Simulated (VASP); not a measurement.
Wanted: the native input for a VASP 6.6.1 run.

| Quantity | Value |
| --- | --- |
| Task | single point |
| Functional | PBE |
| Dispersion | D3(BJ) |
| Potentials or basis | VASP PAW PBE potentials, release 64 (H) |
| Cutoff | 520 eV |
| k mesh | 1 × 1 × 1 |
| Occupations | fermi-dirac, width 0.02 eV |
| Spin | no spin polarisation |
| Dipole correction | no |
| Further INCAR settings | LREAL = Auto; ALGO = Normal; EDIFF = 1e-07; NBANDS = 26 |

The structure of H lies in POSCAR:

```
H
1.0
    6.6943300000      0.0000000000      0.0000000000
    0.0000000000      6.6943300000      0.0000000000
    0.0000000000      0.0000000000      6.6943300000
H
20
Direct
    0.7415828022      0.9171343510      0.6099639546
    0.6829809705      0.9941696929      0.5631780925
    0.7013846046      0.1742519416      0.2299707364
    0.7827519707      0.2243988569      0.1788827261
    0.5060999383      0.5757857769      0.7745360626
    0.4185332961      0.5839867470      0.8561872510
    0.1168600891     -0.2943685178     -0.5496442512
    0.1328587028     -0.3635016499     -0.6361204183
    1.1650307051      1.3131709969      0.1543993200
    1.1020819111      1.4087593531      0.1657820872
    0.2910522786      0.9766025876      0.1582682658
    0.3187473578      0.9279345356      0.0645770376
    0.3633373317      0.1642135957      0.6678188855
    0.4175324491      0.1473485771      0.7565656309
   -0.2351841036      0.8666737373      1.0381472082
   -0.2698701737      0.7874574453      1.1011258782
    0.6501621521      0.6485637846      0.3621124145
    0.6539862839      0.5414582191      0.3760645203
    0.0152068990      0.4708760996      0.8734107820
   -0.0017477477      0.5351842529      0.7828415988
```

One way to write it, as run:

INCAR

```
  PREC = Accurate
  ENCUT = 520
  EDIFF = 1E-7
  ISMEAR = -1
  SIGMA = 0.02
  LREAL = Auto
  LASPH = T
  NELM = 100
  ALGO = Normal
  ISIF = 2
  LWAVE = F
  LCHARG = F
  GGA = PE
  IVDW = 12
  NBANDS = 26
```

KPOINTS

```
Automatic mesh
0
Gamma
  1 1 1
```

Potentials or basis: VASP PAW PBE potentials, release 64 (H).

The run is started by

```console
$ cat potpaw_PBE.64/H/POTCAR > POTCAR
$ mpirun -np 1 vasp_gam > vasp.out
```

Results of the run:

```
Pressure                   : 0.7 GPa
Largest force              : 1.756 eV/Å
Band gap on the k mesh     : 9.03 eV
Dispersion energy per atom : -0.015 eV
```

Caveat: the k points lie up to 0.94 Å⁻¹ apart.

Wall time 18 s on 1 thread of AMD EPYC 7R13 Processor (Zen 3) (shared host), peak memory 0.28 GiB.
